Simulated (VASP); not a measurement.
# Mg5NiSe6 (P-3m1) in VASP: single point with PBE

Aim: the single point of Mg5NiSe6 with PBE.

Program: VASP 6.6.1. These are calculated values, not measurements. Logs are shortened: lines on timing, memory, paths and dates and some standing lists are left out, and cuts for length are marked.

### 1 The cell of the first run

It takes space group P-3m1 (No. 164, trigonal). The conventional cell has a = 3.854 Å, b = 3.854 Å, c = 18.849 Å, α = 90.00°, β = 90.00°, γ = 120.00°. Mg (site symmetry 3m) has 6 Se at 2.75 to 2.76 Å and 1 Ni at 2.96 Å and 1 Mg at 3.23 Å within 3.6 Å. Mg (site symmetry -3m) has 6 Se at 2.75 Å and 2 Mg at 3.23 Å within 3.6 Å. Mg (site symmetry 3m) has 6 Se at 2.75 Å and 2 Mg at 3.23 Å within 3.6 Å. Within 3.4 Å of Ni (site symmetry -3m) lie 6 Se at 2.59 Å and 2 Mg at 2.96 Å. Within 3.6 Å of Se (site symmetry 3m) lie 6 Mg at 2.75 Å. Within 3.6 Å of Se (site symmetry 3m) lie 6 Mg at 2.75 Å. Within 3.5 Å of Se (site symmetry 3m) lie 3 Ni at 2.59 Å and 3 Mg at 2.76 Å and 3 Se at 3.47 Å.

### 2 Single point, PBE, collinear spin

Input file INCAR:

```
  PREC = Accurate
  ENCUT = 520
  EDIFF = 1E-6
  ISMEAR = 0
  SIGMA = 0.1
  LREAL = False
  LASPH = True
  NELM = 150
  ALGO = Normal
  ISIF = 2
  LWAVE = False
  LCHARG = False
  ISPIN = 2
  MAGMOM = 0 0 0 0 0 1.36 0 0 0 0 0.22 0.22
  LORBIT = 11
  LMAXMIX = 4
  GGA = PE
  NBANDS = 44
```

Input file KPOINTS:

```
regular mesh
0
Gamma
  6 6 1
```

Input file POSCAR:

```
Mg5NiSe6
1.0
    3.8536813000      0.0000000000      0.0000000000
   -1.9268407000      3.3373859000      0.0000000000
    0.0000000000      0.0000000000     18.8490532000
Mg Ni Se
5 1 6
Direct
    0.0000000000      0.0000000000      0.6568280000
    0.0000000000      0.0000000000      0.0000000000
    0.0000000000      0.0000000000      0.3431720000
    0.0000000000      0.0000000000      0.8284070000
    0.0000000000      0.0000000000      0.1715930000
    0.0000000000      0.0000000000      0.5000000000
    0.3333333000      0.6666667000      0.7426240000
    0.3333333000      0.6666667000      0.0857850000
    0.6666667000      0.3333333000      0.9142150000
    0.6666667000      0.3333333000      0.2573760000
    0.3333333000      0.6666667000      0.4293830000
    0.6666667000      0.3333333000      0.5706170000
```

Potentials or basis: VASP PAW PBE potentials, release 64 (Mg, Ni, Se).

On the command line:

```
> cat potpaw_PBE.64/Mg/POTCAR potpaw_PBE.64/Ni/POTCAR potpaw_PBE.64/Se/POTCAR > POTCAR
> mpirun -np 1 vasp_std > vasp.out
```

OUTCAR:

```text
PREC = Accurate
   ENCUT = 520
   EDIFF = 1E-6
   ISMEAR = 0
   LREAL = False
   LASPH = True
   NELM = 150
   ISIF = 2
   ISPIN = 2
   LORBIT = 11
   GGA = PE

 ion  position               nearest neighbor table
   1  0.000  0.000  0.657-   7 2.75   7 2.75   7 2.75  12 2.76  12 2.76  12 2.76   6 2.96   4 3.23

   2  0.000  0.000  0.000-   8 2.75   9 2.75   9 2.75   8 2.75   9 2.75   8 2.75   4 3.23   5 3.23

   3  0.000  0.000  0.343-  10 2.75  10 2.75  10 2.75  11 2.76  11 2.76  11 2.76   6 2.96   5 3.23
[... 7 lines left out ...]
   7  0.333  0.667  0.743-   4 2.75   4 2.75   4 2.75   1 2.75   1 2.75   1 2.75
   8  0.333  0.667  0.086-   2 2.75   2 2.75   2 2.75   5 2.75   5 2.75   5 2.75
   9  0.667  0.333  0.914-   2 2.75   2 2.75   2 2.75   4 2.75   4 2.75   4 2.75
  10  0.667  0.333  0.257-   5 2.75   5 2.75   5 2.75   3 2.75   3 2.75   3 2.75
  11  0.333  0.667  0.429-   6 2.59   6 2.59   6 2.59   3 2.76   3 2.76   3 2.76
  12  0.667  0.333  0.571-   6 2.59   6 2.59   6 2.59   1 2.76   1 2.76   1 2.76

  LATTYP: Found a hexagonal cell.
 ALAT       =     3.8536813000
 C/A-ratio  =     4.8911811156

  Lattice vectors:

 A1 = (   3.8536813000,   0.0000000000,   0.0000000000)
 A2 = (  -1.9268407000,   3.3373859000,   0.0000000000)
 A3 = (   0.0000000000,   0.0000000000,  18.8490532000)

Analysis of symmetry for initial positions (statically):
=====================================================================
 Subroutine PRICEL returns:
 Original cell was already a primitive cell.

 Routine SETGRP: Setting up the symmetry group for a
 hexagonal supercell.

 Subroutine GETGRP returns: Found 12 space group operations
 (whereof 12 operations were pure point group operations)
 out of a pool of 24 trial point group operations.

The static configuration has the point symmetry D_3d.

Analysis of symmetry for dynamics (positions and initial velocities):
=====================================================================
 Subroutine PRICEL returns:
 Original cell was already a primitive cell.

 Routine SETGRP: Setting up the symmetry group for a
 hexagonal supercell.

 Subroutine GETGRP returns: Found 12 space group operations
 (whereof 12 operations were pure point group operations)
 out of a pool of 24 trial point group operations.

[... 168 lines left out ...]
 cond. band min:       4.3460021270   @ k =   0.1667   0.0000   0.0000
 fundamental gap:      0.2698386371
 Fermi energy:         4.1943745912

 spin component 1

 k-point     1 :       0.0000    0.0000    0.0000
  band No.  band energies     occupation
      1      -9.8824      1.00000
      2      -9.4632      1.00000
      3      -9.3560      1.00000
      4      -8.9219      1.00000
      5      -8.8496      1.00000
      6      -8.5495      1.00000
[... 290 lines left out ...]
     39      10.2944      0.00000
     40      10.6088      0.00000
 Fermi energy:         4.1943745912

 spin component 2

 k-point     1 :       0.0000    0.0000    0.0000
  band No.  band energies     occupation
      1      -9.6911      1.00000
      2      -9.4366      1.00000
      3      -9.3122      1.00000
      4      -8.8934      1.00000
      5      -8.7666      1.00000
      6      -8.4046      1.00000
[... 290 lines left out ...]
     39      10.4131      0.00000
     40      10.7320      0.00000
 [bands above 40 left out]

------------------------ aborting loop because EDIFF is reached ----------------------------------------

  FORCE on cell =-STRESS in cart. coord.  units (eV):
  Direction    XX          YY          ZZ          XY          YZ          ZX
  --------------------------------------------------------------------------------------
  -------------------------------------------------------------------------------------
  Total       -0.0710362     -0.0710362     -0.2368548      0.0000000      0.0000000     -0.0000000
  in kB       -0.4694813     -0.4694813     -1.5653845      0.0000000      0.0000000     -0.0000000
  external PRESSURE =      -0.8347824 kB  Pullay stress =       0.0000000 kB

 VOLUME and BASIS-vectors are now :
 -----------------------------------------------------------------------------
  energy-cutoff  :      520.00
  volume of cell :      242.42
      direct lattice vectors                 reciprocal lattice vectors
     3.853681300  0.000000000  0.000000000     0.259492138  0.149817860  0.000000000
    -1.926840700  3.337385900  0.000000000     0.000000000  0.299635712  0.000000000
     0.000000000  0.000000000 18.849053200     0.000000000  0.000000000  0.053053063

 POSITION                                       TOTAL-FORCE (eV/Angst)
 -----------------------------------------------------------------------------------
      0.00000      0.00000     12.38059        -0.000000      0.000000     -0.010098
      0.00000      0.00000      0.00000        -0.000000      0.000000     -0.000000
      0.00000      0.00000      6.46847        -0.000000     -0.000000      0.010098
      0.00000      0.00000     15.61469        -0.000000      0.000000     -0.003976
      0.00000      0.00000      3.23437        -0.000000     -0.000000      0.003976
      0.00000      0.00000      9.42453        -0.000000      0.000000     -0.000000
     -0.00000      2.22492     13.99776         0.000000      0.000000      0.005771
     -0.00000      2.22492      1.61697         0.000000      0.000000     -0.001486
      1.92684      1.11246     17.23209         0.000000      0.000000      0.001486
      1.92684      1.11246      4.85129        -0.000000      0.000000     -0.005771
     -0.00000      2.22492      8.09346        -0.000000      0.000000     -0.032277
      1.92684      1.11246     10.75559        -0.000000     -0.000000      0.032277
 -----------------------------------------------------------------------------------
    total drift:                                0.000000     -0.000000      0.000000

  FREE ENERGIE OF THE ION-ELECTRON SYSTEM (eV)
  ---------------------------------------------------
  free  energy   TOTEN  =       -46.1998667531 eV

  energy  without entropy=      -46.1989547544  energy(sigma->0) =      -46.19941075

 total charge

# of ion       s       p       d       tot
------------------------------------------
    1        0.143   0.123   0.034   0.300
    2        0.141   0.122   0.033   0.297
    3        0.143   0.123   0.034   0.300
    4        0.142   0.122   0.033   0.297
    5        0.142   0.122   0.033   0.297
    6        0.347   0.348   8.269   8.963
    7        1.437   2.477   0.013   3.928
    8        1.436   2.481   0.013   3.930
    9        1.436   2.481   0.013   3.930
   10        1.437   2.477   0.013   3.928
   11        1.447   2.386   0.032   3.865
   12        1.447   2.386   0.032   3.865
--------------------------------------------------
tot          9.697  15.649   8.552  33.899

 magnetization (x)

# of ion       s       p       d       tot
------------------------------------------
    1        0.004   0.005   0.002   0.012
    2        0.000   0.000   0.000   0.000
    3        0.004   0.005   0.002   0.012
    4        0.001   0.001   0.000   0.002
    5        0.001   0.001   0.000   0.002
    6       -0.003  -0.004   1.209   1.202
    7        0.001   0.017   0.001   0.019
    8        0.000   0.003   0.000   0.004
    9        0.000   0.003   0.000   0.004
   10        0.001   0.017   0.001   0.019
   11        0.019   0.179   0.003   0.201
   12        0.019   0.179   0.003   0.201
--------------------------------------------------
tot          0.049   0.406   1.221   1.676
```

OSZICAR:

```text
N       E                     dE             d eps       ncg     rms          rms(c)
DAV:   1     0.309874848924E+03    0.30987E+03   -0.21207E+04  1232   0.108E+03
DAV:   2    -0.100412047649E+02   -0.31992E+03   -0.29679E+03  1328   0.212E+02
DAV:   3    -0.476108964335E+02   -0.37570E+02   -0.36819E+02  1536   0.809E+01
[... 11 lines left out ...]
DAV:  15    -0.461998053312E+02   -0.12782E-03   -0.86815E-05  1560   0.622E-02    0.303E-02
DAV:  16    -0.461998357976E+02   -0.30466E-04   -0.27387E-05  1644   0.247E-02    0.224E-02
DAV:  17    -0.461998596079E+02   -0.23810E-04   -0.19246E-05  1680   0.225E-02    0.148E-02
DAV:  18    -0.461998643977E+02   -0.47898E-05   -0.24274E-06  1416   0.940E-03    0.941E-03
DAV:  19    -0.461998661374E+02   -0.17397E-05   -0.41536E-06  1536   0.892E-03    0.388E-03
DAV:  20    -0.461998667531E+02   -0.61567E-06   -0.10329E-06   840   0.466E-03
   1 F= -.46199867E+02 E0= -.46199411E+02  d E =-.911999E-03  mag=     1.9945
```

Run time: 5.1 min. Hardware: 1 thread of Intel Xeon Platinum 8259CL at 2.50GHz (Skylake/Cascade Lake), shared host; peak memory 0.49 GiB.

Results:

```yaml
Free_energy: -46.1999 eV
Pressure: -0.1 GPa
Largest_force: 0.032 eV/Å
Band_gap_on_the_k_mesh: 0.27 eV (least direct gap 0.38 eV)
Net_moment: 1.99 μB per cell
Site_moments: Mg +0.01, +0.00 (each value once); Ni +1.20; Se +0.02, +0.00, +0.20 (each value once) μB
Valence_electrons_inside_the_program's_atomic_spheres: Mg 0.30; Ni 8.96; Se 3.93, 3.87 (each value once)
```

Forces on the atoms (eV/Å):
```
Mg   0.000  0.000 -0.010
Mg   0.000  0.000  0.000
Mg   0.000  0.000  0.010
Mg   0.000  0.000 -0.004
Mg   0.000  0.000  0.004
Ni   0.000  0.000  0.000
Se   0.000  0.000  0.006
Se   0.000  0.000 -0.001
Se   0.000  0.000  0.001
Se   0.000  0.000 -0.006
Se   0.000  0.000 -0.032
Se   0.000  0.000  0.032
```

Caveat: an odd mesh through Γ misses points on the zone boundary, where band edges can lie; a cell with one magnetic atom can't hold antiferromagnetic order, which such compounds often take.
